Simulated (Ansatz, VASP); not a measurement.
AlCu in VASP and in Ansatz

```
CELL_PARAMETERS angstrom
2.99751 0.00000 0.00000
0.00000 2.99751 0.00000
0.00000 0.00000 2.99751
ATOMIC_POSITIONS crystal
Al 0.00000 0.00000 0.00000
Cu 0.50000 0.50000 0.50000
```

Alike in both runs: task relaxation of cell and atoms; functional r2SCAN; k mesh 14 × 14 × 14; occupations gaussian, width 0.1 eV; no spin polarisation.

|  | VASP | Ansatz |
| --- | --- | --- |
| version | VASP 6.6.1 | Ansatz 0.2.0 |
| potentials or method | VASP PAW PBE potentials, release 64 (Al, Cu), cutoff 600 eV | scalar-relativistic, plane waves, PAW |
| valence electrons in the cell | 14 | 22 |

|  | VASP | Ansatz | Ansatz less VASP |
| --- | --- | --- | --- |
| gap on the k mesh at the Fermi level, each at its own relaxed structure (eV) | none | none | - |
| relaxed volume (Å³/atom) | 12.93 | 12.93 | -0.006 |
| relaxed cell length with the largest relative difference (Å) | 2.957 | 2.957 | -0.0005 |

VASP's potentials were made for PBE, not for r2SCAN. A gap of «none» marks a metal or a gap that the smearing closes. VASP's potentials hold 14 valence electrons a cell and Ansatz's 22, so a difference there can come from the potentials and not from the codes.
